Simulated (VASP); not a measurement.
# TiBr (Pm-3m) in VASP: notebook

TiBr is run at these levels: PBE; tasks: single point.

All numbers are computed with VASP 6.6.1; they aren't measurements. Logs are shortened: lines on timing, memory, paths and dates and some standing lists are left out, and cuts for length are marked.

## (1) The cell of the first run

The structure is cubic, space group Pm-3m (No. 221). The conventional cell has a = 3.265 Å, b = 3.265 Å, c = 3.265 Å, α = 90.00°, β = 90.00°, γ = 90.00°. Ti (site symmetry m-3m) has 8 Br at 2.83 Å and 6 Ti at 3.26 Å within 3.7 Å. Br (site symmetry m-3m) has 8 Ti at 2.83 Å and 6 Br at 3.26 Å within 3.7 Å.

## (2) Single point, PBE

Contents of INCAR:

```
SYSTEM = TiBr
  PREC = Accurate
  ENCUT = 520
  EDIFF = 1E-6
  ISMEAR = 0
  SIGMA = 0.1
  LREAL = .False.
  LASPH = .True.
  NELM = 80
  ALGO = Normal
  ISIF = 2
  LWAVE = .False.
  LCHARG = .True.
  GGA = PE
  LELF = .True.
  LVHAR = .True.
  NBANDS = 16
```

Contents of KPOINTS:

```
regular mesh
0
Gamma
  6 6 6
  0 0 0
```

Contents of POSCAR:

```
TiBr
1.0
    3.2647816362      0.0000000000      0.0000000000
    0.0000000000      3.2647816362      0.0000000000
    0.0000000000      0.0000000000      3.2647816362
Ti Br
1 1
Direct
    0.0000000000      0.0000000000      0.0000000000
    0.5000000000      0.5000000000      0.5000000000
```

Potentials or basis: VASP PAW PBE potentials, release 64 (Ti_sv, Br).

Command:

```console
$ cat potpaw_PBE.64/Ti_sv/POTCAR potpaw_PBE.64/Br/POTCAR > POTCAR
$ mpirun -np 1 vasp_std > vasp.out
```

OUTCAR:

```text
SYSTEM = TiBr
   PREC = Accurate
   ENCUT = 520
   EDIFF = 1E-6
   ISMEAR = 0
   LREAL = .False.
   LASPH = .True.
   NELM = 80
   ISIF = 2
   GGA = PE

 ion  position               nearest neighbor table
   1  0.000  0.000  0.000-   2 2.83   2 2.83   2 2.83   2 2.83   2 2.83   2 2.83   2 2.83   2 2.83

   2  0.500  0.500  0.500-   1 2.83   1 2.83   1 2.83   1 2.83   1 2.83   1 2.83   1 2.83   1 2.83

  LATTYP: Found a simple cubic cell.
 ALAT       =     3.2647816362

  Lattice vectors:

 A1 = (   3.2647816362,   0.0000000000,   0.0000000000)
 A2 = (   0.0000000000,   3.2647816362,   0.0000000000)
 A3 = (   0.0000000000,   0.0000000000,   3.2647816362)

Analysis of symmetry for initial positions (statically):
=====================================================================
 Subroutine PRICEL returns:
 Original cell was already a primitive cell.

 Routine SETGRP: Setting up the symmetry group for a
 simple cubic supercell.

 Subroutine GETGRP returns: Found 48 space group operations
 (whereof 48 operations were pure point group operations)
 out of a pool of 48 trial point group operations.

The static configuration has the point symmetry O_h .

Analysis of symmetry for dynamics (positions and initial velocities):
=====================================================================
 Subroutine PRICEL returns:
 Original cell was already a primitive cell.

 Routine SETGRP: Setting up the symmetry group for a
 simple cubic supercell.

 Subroutine GETGRP returns: Found 48 space group operations
 (whereof 48 operations were pure point group operations)
 out of a pool of 48 trial point group operations.

The dynamic configuration has the point symmetry O_h .

 Subroutine INISYM returns: Found 48 space group operations
 (whereof 48 operations are pure point group operations),
 and found     1 'primitive' translations

----------------------------------------------------------------------------------------

                                     Primitive cell

  volume of cell :      34.7987

  direct lattice vectors                    reciprocal lattice vectors
     3.264781636  0.000000000  0.000000000     0.306299199  0.000000000  0.000000000
     0.000000000  3.264781636  0.000000000     0.000000000  0.306299199  0.000000000
     0.000000000  0.000000000  3.264781636     0.000000000  0.000000000  0.306299199

  length of vectors
     3.264781636  3.264781636  3.264781636     0.306299199  0.306299199  0.306299199

  position of ions in fractional coordinates (direct lattice)
     0.000000000  0.000000000  0.000000000
     0.500000000  0.500000000  0.500000000

  ion indices of the primitive-cell ions
   primitive index   ion index
                 1           1
                 2           2

----------------------------------------------------------------------------------------

 KPOINTS: regular mesh

Automatic generation of k-mesh.
 Grid dimensions read from file:
 generate k-points for:    6    6    6

 Generating k-lattice:

  Cartesian coordinates                     Fractional coordinates (reciprocal lattice)
     0.051049866  0.000000000  0.000000000     0.166666667  0.000000000  0.000000000
     0.000000000  0.051049866  0.000000000     0.000000000  0.166666667  0.000000000
     0.000000000  0.000000000  0.051049866     0.000000000  0.000000000  0.166666667

  Length of vectors
     0.051049866  0.051049866  0.051049866

  Shift w.r.t. Gamma in fractional coordinates (k-lattice)
     0.000000000  0.000000000  0.000000000

 Subroutine IBZKPT returns following result:
 ===========================================

 Found     20 irreducible k-points:

 Following reciprocal coordinates:
            Coordinates               Weight
  0.000000  0.000000  0.000000      1.000000
  0.166667  0.000000  0.000000      6.000000
  0.333333  0.000000  0.000000      6.000000
  0.500000  0.000000  0.000000      3.000000
  0.166667  0.166667  0.000000     12.000000
  0.333333  0.166667  0.000000     24.000000
[... 12 lines left out ...]
  0.500000  0.500000  0.333333      6.000000
  0.500000  0.500000  0.500000      1.000000
   k-points           NKPTS =     20   k-points in BZ     NKDIM =     20   number of bands    NBANDS=     16
   number of dos      NEDOS =    301   number of ions     NIONS =      2
   total plane-waves  NPLWV =  13824
   dimension x,y,z NGX =    24 NGY =   24 NGZ =   24
   dimension x,y,z NGXF=    48 NGYF=   48 NGZF=   48
   ions per type =               1   1
   NGX,Y,Z   is equivalent  to a cutoff of  12.22, 12.22, 12.22 a.u.
   NGXF,Y,Z  is equivalent  to a cutoff of  24.44, 24.44, 24.44 a.u.
 SYSTEM =  TiBr
   PREC   = accura    normal or accurate (medium, high low for compatibility)
   ISTART =      0    job   : 0-new  1-cont  2-samecut
   ICHARG =      2    charge: 1-file 2-atom 10-const
   ISPIN  =      1    spin polarized calculation?
   LNONCOLLINEAR =      F non collinear calculations
   LSORBIT =      F    spin-orbit coupling
   LASPH  =      T    aspherical Exc in radial PAW
   ENCUT  =  520.0 eV  38.22 Ry    6.18 a.u.   6.07  6.07  6.07*2*pi/ulx,y,z
   NELM   =     80;   NELMIN=  2; NELMDL= -5     # of ELM steps
   EDIFF  = 0.1E-05   stopping-criterion for ELM
   LREAL  =      F    real-space projection
   EDIFFG = 0.1E-04   stopping-criterion for IOM
   NSW    =      0    number of steps for IOM
   IBRION =     -1    ionic relax: 0-MD 1-quasi-New 2-CG
   NFREE  =      0    steps in history (QN), initial steepest desc. (CG)
   ISIF   =      2    stress and relaxation
   ISYM   =      2    0-nonsym 1-usesym 2-fastsym
   POTIM  = 0.5000    time-step for ionic-motion
   TEBEG  =    0.0;   TEEND  =   0.0 temperature during run
   PSTRESS=    0.0 pullay stress
   NELECT =      19.0000    total number of electrons
   NUPDOWN=      -1.0000    fix difference up-down
   EMIN   =  10.00;   EMAX   =-10.00  energy-range for DOS
   EFERMI =   0.00;   METHOD = LEGACY
   ISMEAR =     0;   SIGMA  =   0.10  broadening in eV -4-tet -1-fermi 0-gaus
   EFERMI_NEDOS =   21; number of points for ismear=-14 and -15
   IALGO  =     38    algorithm
   IMIX   =      4    mixing-type and parameters
     AMIX     =   0.40;   BMIX     =  1.00
     AMIX_MAG =   1.60;   BMIX_MAG =  1.00
  volume/ion in A,a.u.               =      17.40       117.42
  Fermi-wavevector in a.u.,A,eV,Ry     =   1.338049  2.528545 24.359518  1.790374
  Thomas-Fermi vector in A             =   2.466550
   LORBIT       =      0    0 simple, 1 ext, 2 COOP (PROOUT), +10 PAW based schemes
   GGA     = PE    functional components
   LHFCALC =     F    Hartree Fock is set to
   AEXX    =    0.0000 exact exchange contribution
   IVDW    =     0    specifies the selected vdW correction
   LEPSILON=     F    determine dielectric tensor
   LRPA    =     F    only Hartree local field effects (RPA)
 non-spin polarized calculation
 Gauss-broadening in eV      SIGMA  =   0.10
  energy-cutoff  :      520.00
  volume of cell :       34.80
 maximum number of plane-waves:       968
   NGX = 13   NGY = 13   NGZ = 13

 number of electron      19.0000014 magnetization

 Free energy of the ion-electron system (eV)
  ---------------------------------------------------
  ext. energy  EPLUGINS =         0.00000000
  ---------------------------------------------------
  free energy    TOTEN  =        -9.46545492 eV

  energy without entropy =       -9.43417235  energy(sigma->0) =       -9.44981363

 E-fermi :   9.6781     XC(G=0): -11.3656

 val. band max:        9.6373751110   @ k =   0.5000   0.3333   0.1667
 cond. band min:       9.6951350308   @ k =   0.3333   0.3333   0.1667
 fundamental gap:      0.0577599199
 Fermi energy:         9.6781276102

 k-point     1 :       0.0000    0.0000    0.0000
  band No.  band energies     occupation
      1     -47.7963      2.00000
      2     -24.0543      2.00000
      3     -24.0543      2.00000
      4     -24.0543      2.00000
      5      -9.6685      2.00000
      6       4.8084      2.00000
[... 8 lines left out ...]
     15      16.5294      0.00000
     16      16.5294      0.00000

 k-point     2 :       0.1667    0.0000    0.0000
  band No.  band energies     occupation
      1     -47.7935      2.00000
      2     -24.0906      2.00000
      3     -24.0509      2.00000
      4     -24.0509      2.00000
      5      -9.4740      2.00000
      6       3.0716      2.00000
[... 8 lines left out ...]
     15      15.9927      0.00000
     16      17.1976      0.00000

 k-point     3 :       0.3333    0.0000    0.0000
  band No.  band energies     occupation
      1     -47.7881      2.00000
      2     -24.1624      2.00000
      3     -24.0441      2.00000
      4     -24.0441      2.00000
      5      -9.0373      2.00000
      6       0.9688      2.00000
[... 8 lines left out ...]
     15      14.8781      0.00000
     16      17.4108      0.00000

 k-point     4 :       0.5000    0.0000    0.0000
  band No.  band energies     occupation
      1     -47.7853      2.00000
      2     -24.1979      2.00000
      3     -24.0407      2.00000
      4     -24.0407      2.00000
      5      -8.7870      2.00000
      6       0.1180      2.00000
[... 8 lines left out ...]
     15      14.2880      0.00000
     16      16.4117      0.00000

 k-point     5 :       0.1667    0.1667    0.0000
  band No.  band energies     occupation
      1     -47.7908      2.00000
      2     -24.0891      2.00000
      3     -24.0835      2.00000
      4     -24.0477      2.00000
      5      -9.2967      2.00000
      6       2.9933      2.00000
[... 8 lines left out ...]
     15      16.3954      0.00000
     16      17.3231      0.00000

 k-point     6 :       0.3333    0.1667    0.0000
  band No.  band energies     occupation
      1     -47.7854      2.00000
      2     -24.1566      2.00000
      3     -24.0777      2.00000
      4     -24.0411      2.00000
      5      -8.9014      2.00000
      6       1.2105      2.00000
[... 8 lines left out ...]
     15      15.6271      0.00000
     16      16.0399      0.00000

 k-point     7 :       0.5000    0.1667    0.0000
  band No.  band energies     occupation
      1     -47.7827      2.00000
      2     -24.1912      2.00000
      3     -24.0736      2.00000
      4     -24.0379      2.00000
      5      -8.6773      2.00000
      6       0.4133      2.00000
[... 8 lines left out ...]
     15      14.0954      0.00000
     16      15.7151      0.00000

 k-point     8 :       0.3333    0.3333    0.0000
  band No.  band energies     occupation
      1     -47.7801      2.00000
      2     -24.1474      2.00000
      3     -24.1419      2.00000
      4     -24.0351      2.00000
      5      -8.6038      2.00000
      6       1.6099      2.00000
[... 8 lines left out ...]
     15      15.6758      0.00000
     16      18.4290      0.00000

 k-point     9 :       0.5000    0.3333    0.0000
  band No.  band energies     occupation
      1     -47.7774      2.00000
      2     -24.1778      2.00000
      3     -24.1387      2.00000
      4     -24.0321      2.00000
      5      -8.4391      2.00000
      6       1.1181      2.00000
[... 8 lines left out ...]
     15      15.8568      0.00000
     16      18.4231      0.00000
[... 96 lines left out ...]
 k-point    15 :       0.5000    0.3333    0.1667
  band No.  band energies     occupation
      1     -47.7749      2.00000
      2     -24.1724      2.00000
      3     -24.1344      2.00000
      4     -24.0634      2.00000
      5      -8.2920      2.00000
      6       1.2256      2.00000
[... 8 lines left out ...]
     15      15.4498      0.00000
     16      15.8571      0.00000

 k-point    16 :       0.5000    0.5000    0.1667
  band No.  band energies     occupation
      1     -47.7722      2.00000
      2     -24.1661      2.00000
      3     -24.1661      2.00000
      4     -24.0600      2.00000
      5      -8.1463      2.00000
      6       1.5602      2.00000
[... 8 lines left out ...]
     15      15.8456      0.00000
     16      15.8456      0.00000

 k-point    17 :       0.3333    0.3333    0.3333
  band No.  band energies     occupation
      1     -47.7723      2.00000
      2     -24.1342      2.00000
      3     -24.1283      2.00000
      4     -24.1283      2.00000
      5      -8.1436      2.00000
      6       2.1047      2.00000
[... 8 lines left out ...]
     15      14.6797      0.00000
     16      14.6797      0.00000

 k-point    18 :       0.5000    0.3333    0.3333
  band No.  band energies     occupation
      1     -47.7697      2.00000
      2     -24.1617      2.00000
      3     -24.1272      2.00000
      4     -24.1238      2.00000
      5      -7.9663      2.00000
      6       1.4396      2.00000
[... 8 lines left out ...]
     15      13.6211      0.00000
     16      14.0082      0.00000

 k-point    19 :       0.5000    0.5000    0.3333
  band No.  band energies     occupation
      1     -47.7671      2.00000
      2     -24.1563      2.00000
      3     -24.1563      2.00000
      4     -24.1211      2.00000
      5      -7.7832      2.00000
      6       1.5460      2.00000
[... 8 lines left out ...]
     15      13.5011      0.00000
     16      13.5011      0.00000

 k-point    20 :       0.5000    0.5000    0.5000
  band No.  band energies     occupation
      1     -47.7646      2.00000
      2     -24.1514      2.00000
      3     -24.1514      2.00000
      4     -24.1514      2.00000
      5      -7.5768      2.00000
      6       1.5371      2.00000
[... 8 lines left out ...]
     15      12.1129      0.00000
     16      12.1129      0.00000

------------------------ aborting loop because EDIFF is reached ----------------------------------------

  FORCE on cell =-STRESS in cart. coord.  units (eV):
  Direction    XX          YY          ZZ          XY          YZ          ZX
  --------------------------------------------------------------------------------------
  -------------------------------------------------------------------------------------
  Total        0.0991194      0.0991194      0.0991194     -0.0000000      0.0000000     -0.0000000
  in kB        4.5635900      4.5635900      4.5635900     -0.0000000      0.0000000     -0.0000000
  external PRESSURE =       4.5635900 kB  Pullay stress =       0.0000000 kB

 VOLUME and BASIS-vectors are now :
 -----------------------------------------------------------------------------
  energy-cutoff  :      520.00
  volume of cell :       34.80
      direct lattice vectors                 reciprocal lattice vectors
     3.264781636  0.000000000  0.000000000     0.306299199  0.000000000  0.000000000
     0.000000000  3.264781636  0.000000000     0.000000000  0.306299199  0.000000000
     0.000000000  0.000000000  3.264781636     0.000000000  0.000000000  0.306299199

 POSITION                                       TOTAL-FORCE (eV/Angst)
 -----------------------------------------------------------------------------------
      0.00000      0.00000      0.00000         0.000000      0.000000      0.000000
      1.63239      1.63239      1.63239         0.000000      0.000000      0.000000
 -----------------------------------------------------------------------------------
    total drift:                                0.000000      0.000000     -0.000000

  FREE ENERGIE OF THE ION-ELECTRON SYSTEM (eV)
  ---------------------------------------------------
  free  energy   TOTEN  =        -9.4654549188 eV

  energy  without entropy=       -9.4341723508  energy(sigma->0) =       -9.44981363
```

It took 4 s on 1 thread of Intel Xeon 6975P-C (Granite Rapids), shared host; peak memory 0.14 GiB.

What came out:

```
Free energy : -9.4655 eV
Pressure    : 0.5 GPa
```

Caveat: an odd number of electrons without spin polarisation forces a metal; a magnetic or distorted state may lie lower; semilocal functionals often make such compounds metallic where correlation or magnetic order opens a gap, which also shifts bond lengths.

## (3) Single point, PBE, collinear spin, ferromagnetic start

This run uses another cell than the first one, of 17.63 Å³/atom, 1.013 times its volume.

Contents of INCAR:

```
ALGO     = Normal         # electronic algorithm
EDIFF    = 1E-7           # SCF threshold, eV
ENCUT    = 520            # plane-wave cutoff, eV
GGA      = PE             # functional
ISIF     = 2              # what is computed and relaxed
ISMEAR   = 0              # smearing method
ISPIN    = 2              # spin polarisation
LASPH    = True           # aspherical terms in the spheres
LCHARG   = False          # write CHGCAR
LMAXMIX  = 4              # l up to which the mixer works
LORBIT   = 11             # projections on sites
LREAL    = False          # projectors in reciprocal space
LWAVE    = False          # write WAVECAR
MAGMOM   = 1 0            # initial moments
NBANDS   = 20             # bands
NELM     = 150            # most SCF steps
PREC     = Accurate       # precision mode
SIGMA    = 0.1            # smearing width, eV
```

Contents of KPOINTS:

```
k-points
0
Gamma
  4 4 4
```

Contents of POSCAR:

```
TiBr
1.0
    3.2791999465      0.0000000000      0.0000000000
    0.0000000000      3.2791999465      0.0000000000
    0.0000000000      0.0000000000      3.2791999465
Ti Br
1 1
Direct
    0.0000000000      0.0000000000      0.0000000000
    0.5000000000      0.5000000000      0.5000000000
```

Potentials or basis: VASP PAW PBE potentials, release 64 (Ti_sv, Br).

Command:

```console
$ cat potpaw_PBE.64/Ti_sv/POTCAR potpaw_PBE.64/Br/POTCAR > POTCAR
$ mpirun -np 1 vasp_std > vasp.out
```

Run time: 8.1 s. Hardware: 1 thread of Intel Xeon 6975P-C (Granite Rapids), shared host; peak memory 0.15 GiB.

The run converged. Its results:

| Quantity | Value |
| --- | --- |
| Free energy | -9.5374 eV |
| Pressure | -0.3 GPa |
| Net moment | 0.00 μB per cell |
| Valence electrons inside the program's atomic spheres | Ti 10.22; Br 4.89 |

Levels at points of the mesh, in eV from the Fermi level:
Spin up:
| k point | band 5 | band 6 | band 7 | band 8 | band 9 | band 10 | band 11 | band 12 | band 13 | band 14 |
| --- | --- | --- | --- | --- | --- | --- | --- | --- | --- | --- |
| (0.00, 0.00, 0.00) | -19.16 | -4.75 | -4.75 | -4.75 | -2.05 | -2.05 | -0.04 | 1.06 | 1.06 | 1.06 |
| (0.50, 0.00, 0.00) | -18.30 | -9.36 | -4.88 | -4.88 | -1.14 | 1.27 | 1.46 | 2.03 | 2.03 | 2.80 |
| (0.50, 0.50, 0.00) | -17.83 | -7.94 | -7.94 | -3.72 | -2.26 | -0.02 | -0.01 | -0.01 | 1.89 | 3.34 |
| (0.50, 0.50, 0.50) | -17.13 | -7.95 | -7.95 | -7.95 | 1.45 | 1.45 | 1.45 | 1.95 | 1.95 | 2.46 |
Spin down:
| k point | band 5 | band 6 | band 7 | band 8 | band 9 | band 10 | band 11 | band 12 | band 13 | band 14 |
| --- | --- | --- | --- | --- | --- | --- | --- | --- | --- | --- |
| (0.00, 0.00, 0.00) | -19.16 | -4.75 | -4.75 | -4.75 | -2.05 | -2.05 | -0.04 | 1.06 | 1.06 | 1.06 |
| (0.50, 0.00, 0.00) | -18.30 | -9.36 | -4.88 | -4.88 | -1.14 | 1.27 | 1.46 | 2.03 | 2.03 | 2.80 |
| (0.50, 0.50, 0.00) | -17.83 | -7.94 | -7.94 | -3.72 | -2.26 | -0.02 | -0.01 | -0.01 | 1.89 | 3.34 |
| (0.50, 0.50, 0.50) | -17.13 | -7.95 | -7.95 | -7.95 | 1.45 | 1.45 | 1.45 | 1.95 | 1.95 | 2.46 |

Caveat: the k points lie up to 0.48 Å⁻¹ apart; semilocal functionals often make such compounds metallic where correlation or magnetic order opens a gap, which also shifts bond lengths.
